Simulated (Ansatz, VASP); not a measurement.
**Al3B2W: VASP beside Ansatz**

```
Al B W
1.0
     0.00000    3.23674    0.00000
    -4.63931   -1.61837    0.00087
     1.33098    0.00000    9.67122
Al B W
6 4 2
Direct
  0.84195 0.68390 0.42405
  0.34195 0.68390 0.92405
  0.65395 0.30789 0.07740
  0.15395 0.30789 0.57740
  0.11550 0.23101 0.29505
  0.61550 0.23101 0.79505
  0.53895 0.07789 0.42113
  0.03895 0.07789 0.92113
  0.96636 0.93271 0.07556
  0.46636 0.93271 0.57556
  0.38329 0.76659 0.20681
  0.88329 0.76659 0.70681
```

Alike in both runs: task single point; functional PBE; k mesh 8 × 8 × 2; occupations gaussian, width 0.2 eV; no spin polarisation.

|  | VASP | Ansatz |
| --- | --- | --- |
| version | VASP 6.6.1 | Ansatz 0.2.0 |
| potentials or method | VASP PAW PBE potentials, release 64 (Al, B, W_sv), cutoff 520 eV | scalar-relativistic, plane waves, PAW |
| valence electrons in the cell | 58 | 58 |

Ansatz gave:

* gap on the k mesh at the Fermi level (eV): none
* pressure (GPa): 0.0
* traceless stress, the component that is largest in VASP (GPa): -0.30
* rms of the force components (eV/Å): 0.006

Task: What did VASP give for the same quantities?

Result: gap on the k mesh at the Fermi level (eV): none; pressure (GPa): 0.0; traceless stress, the component that is largest in VASP (GPa): -0.31; rms of the force components (eV/Å): 0.008.

Atom by atom the forces differ by 0.003 eV/Å (rms over components). A gap of «none» marks a metal or a gap that the smearing closes.

Neither program's run includes spin-orbit coupling.
